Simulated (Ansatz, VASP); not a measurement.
**Au2S3 in VASP and in Ansatz**

```
S Au
1.0
     4.40227    0.00000    0.00000
    -2.20113    3.81248    0.00000
     0.00000    0.00000    8.51302
S Au
3 2
Cartesian
  0.0000 2.5417 4.2565
  2.2011 1.2708 4.2565
  0.0000 0.0000 4.2565
  0.0000 2.5417 0.0000
  2.2011 1.2708 0.0000
```

Alike in both runs: functional PBE; k mesh 3 × 3 × 2; occupations gaussian, width 0.15 eV; no spin polarisation.

Ansatz relaxed the structure, and its values are those at the end. VASP's run is a single point on that final structure, the one shown.

```csv
,VASP,Ansatz
version,VASP 6.6.1,Ansatz 0.2.0
potentials or method,"VASP PAW PBE potentials, release 64 (S, Au), cutoff 500 eV","scalar-relativistic, plane waves, PAW"
valence electrons in the cell,40,56
```

|  | VASP | Ansatz | Ansatz less VASP |
| --- | --- | --- | --- |
| gap on the k mesh at the Fermi level (eV) | none | none | - |
| pressure (GPa) | -0.2 | -0.1 | +0.11 |

A gap of «none» marks a metal or a gap that the smearing closes. VASP's potentials hold 40 valence electrons a cell and Ansatz's 56, so a difference there can come from the potentials and not from the codes.

The k mesh is coarse, so the values compare programs but aren't converged. Spin-orbit coupling is off throughout.
